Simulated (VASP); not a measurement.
Write the native input for VASP 6.6.1 that does the following.

```yaml
Task: single point
Functional: PBE
Potentials_or_basis: VASP PAW PBE potentials, release 64 (Rh_pv)
Cutoff: 520 eV
k_mesh: 18 × 18 × 10
Occupations: gaussian, width 0.15 eV
Spin: no spin polarisation
Dipole_correction: no
Further_INCAR_settings: ALGO = Fast; EDIFF = 1e-07; NBANDS = 22
```

The structure of Rh lies in POSCAR:

```
Rh
1.0
    2.8611000000      0.0000000000      0.0000000000
   -1.4305500000      2.4777852828      0.0000000000
    0.0000000000      0.0000000000      4.7359000000
Rh
2
Direct
    0.6666666667      0.3333333333      0.7500000000
    0.3333333333      0.6666666667      0.2500000000
```

This isn't the form of Rh at room conditions, which is fcc.

The input as run:

INCAR

```
SYSTEM = Rh
PREC     = Accurate       ! precision mode
ENCUT    = 520            ! plane-wave cutoff, eV
EDIFF    = 1E-7           ! SCF threshold, eV
ISMEAR   = 0              ! smearing method
SIGMA    = 0.15           ! smearing width, eV
LREAL    = .FALSE.        ! projectors in reciprocal space
LASPH    = .TRUE.         ! aspherical terms in the spheres
NELM     = 80             ! most SCF steps
ALGO     = Fast           ! electronic algorithm
ISIF     = 2              ! what is computed and relaxed
LWAVE    = .FALSE.        ! write WAVECAR
LCHARG   = .TRUE.         ! write CHGCAR
GGA      = PE             ! functional
LELF     = .TRUE.         ! ELF
LVHAR    = .TRUE.       
NBANDS   = 22             ! bands
```

KPOINTS

```
Automatic mesh
0
G
  18 18 10
  0 0 0
```

Potentials or basis: VASP PAW PBE potentials, release 64 (Rh_pv).

Run with:

```bash
$ cat potpaw_PBE.64/Rh_pv/POTCAR > POTCAR
$ mpirun -np 1 vasp_std > vasp.out
```

It gave:

```json
{"Pressure": "-27.7 GPa", "Band gap on the k mesh": "zero (bands 15 and 16 overlap by 1.76 eV)"}
```

Caveat: the cell stands under tension.

Run time: 5.3 min on 1 thread of AMD EPYC 7R43 64-Core Processor (Zen 3), with other jobs on the host, peak memory 0.21 GiB.
